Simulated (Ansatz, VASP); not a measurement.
Al2Ru: VASP beside Ansatz

```
CELL_PARAMETERS angstrom
-1.56091 1.56091 4.22249
1.56091 -1.56091 4.22249
1.56091 1.56091 -4.22249
ATOMIC_POSITIONS crystal
Al 0.65909 0.65909 0.00000
Al 0.34091 0.34091 0.00000
Ru 0.00000 0.00000 0.00000
```

Alike in both runs: task single point; functional r2SCAN; k mesh 18 × 18 × 18; occupations gaussian, width 0.1 eV; no spin polarisation.

```csv
,VASP,Ansatz
version,VASP 6.6.1,Ansatz 0.2.0
potentials or method,"VASP PAW PBE potentials, release 64 (Al, Ru_pv), cutoff 520 eV","scalar-relativistic, plane waves, PAW"
valence electrons in the cell,20,22
```

|  | VASP | Ansatz | Ansatz less VASP |
| --- | --- | --- | --- |
| gap on the k mesh at the Fermi level (eV) | none | none | - |
| pressure (GPa) | -0.1 | 0.0 | +0.10 |
| traceless stress, the component that is largest in VASP (GPa) | -0.06 | 0.00 | +0.064 |
| rms of the force components (eV/Å) | 0.006 | 0.000 | -0.0056 |

VASP's potentials were made for PBE, not for r2SCAN. Atom by atom the forces differ by 0.006 eV/Å (rms over components). A gap of «none» marks a metal or a gap that the smearing closes. VASP's potentials hold 20 valence electrons a cell and Ansatz's 22, so a difference there can come from the potentials and not from the codes.
